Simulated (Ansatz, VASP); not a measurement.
## Two plane-wave programs on Ga2C3

File POSCAR:

```
Ga2C3
1.0
    3.4300523312      0.0000000000      0.0000000000
   -1.7150261656      2.9705124552      0.0000000000
    0.0000000000      0.0000000000      5.4854501424
Ga C
2 3
Direct
    0.3333333333      0.6666666667      0.2881876961
    0.6666666667      0.3333333333      0.7118123039
    0.0000000000      0.0000000000      0.0000000000
    0.3333333333      0.6666666667      0.7273287234
    0.6666666667      0.3333333333      0.2726712766
```

File INCAR.step1:

```
SYSTEM = Ga2C3
PREC = Accurate
ENCUT = 600
ISMEAR = 0
SIGMA = 0.1
LREAL = .False.
LASPH = .True.
NELM = 80
GGA = PE
ALGO = Normal
EDIFF = 1E-4
LWAVE = .True.
LCHARG = .False.
```

INCAR.step2

```
SYSTEM = Ga2C3
PREC = Accurate
ENCUT = 600
EDIFF = 1E-6
ISMEAR = 0
SIGMA = 0.1
LREAL = .False.
LASPH = .True.
NELM = 80
ALGO = Normal
ISIF = 3
LWAVE = .False.
LCHARG = .False.
METAGGA = R2SCAN
LMIXTAU = .True.
IBRION = 2
NSW = 100
EDIFFG = -0.01
ISTART = 1
```

Contents of KPOINTS:

```
Automatic mesh
0
Gamma
  12 12 8
  0 0 0
```

Input for Ansatz:

```yaml
crystal:
  lattice:
    - [3.4300523312, 0.0, 0.0]
    - [-1.7150261656, 2.9705124552, 0.0]
    - [0.0, 0.0, 5.4854501424]
  atoms:
    - { symbol: Ga, position: [0.3333333333, 0.6666666667, 0.2881876961] }
    - { symbol: Ga, position: [0.6666666667, 0.3333333333, 0.7118123039] }
    - { symbol: C, position: [0.0, 0.0, 0.0] }
    - { symbol: C, position: [0.3333333333, 0.6666666667, 0.7273287234] }
    - { symbol: C, position: [0.6666666667, 0.3333333333, 0.2726712766] }
basis:
  ecutwfc: 500
kpoints:
  mp_grid: { grid: [12, 12, 8] }
hamiltonian:
  xc: r2scan
scf:
  occupations: { method: gaussian, width: 0.1 }
output:
  forces: true
  stress: true
  eigenvalues: true
  write_density: true
  write_potential: true
  elf: true
  volumetric_format: npy
relax:
  adjacent_minimum: "off"
  f_tol: 0.01
  max_steps: 80
  cell: { stress_tol: 0.05 }
```

Alike in both runs: task relaxation of cell and atoms; functional r2SCAN; k mesh 12 × 12 × 8; occupations gaussian, width 0.1 eV; no spin polarisation.

|  | VASP | Ansatz |
| --- | --- | --- |
| version | VASP 6.6.1 | Ansatz 0.2.0 |
| potentials or method | VASP PAW PBE potentials, release 64 (Ga_d, C), cutoff 600 eV | scalar-relativistic, plane waves, PAW |
| valence electrons in the cell | 38 | 38 |

Ansatz gave:

- gap on the k mesh at the Fermi level, each at its own relaxed structure (eV): none
- relaxed volume (Å³/atom): 11.17
- relaxed length of the cell vector where the two differ most in proportion (Å): 5.475

Q: What did VASP give for the same quantities?

A: gap on the k mesh at the Fermi level, each at its own relaxed structure (eV): none; relaxed volume (Å³/atom): 11.16; relaxed length of the cell vector where the two differ most in proportion (Å): 5.443.

VASP's potentials were made for PBE, not for r2SCAN. A gap of «none» marks a metal or a gap that the smearing closes.
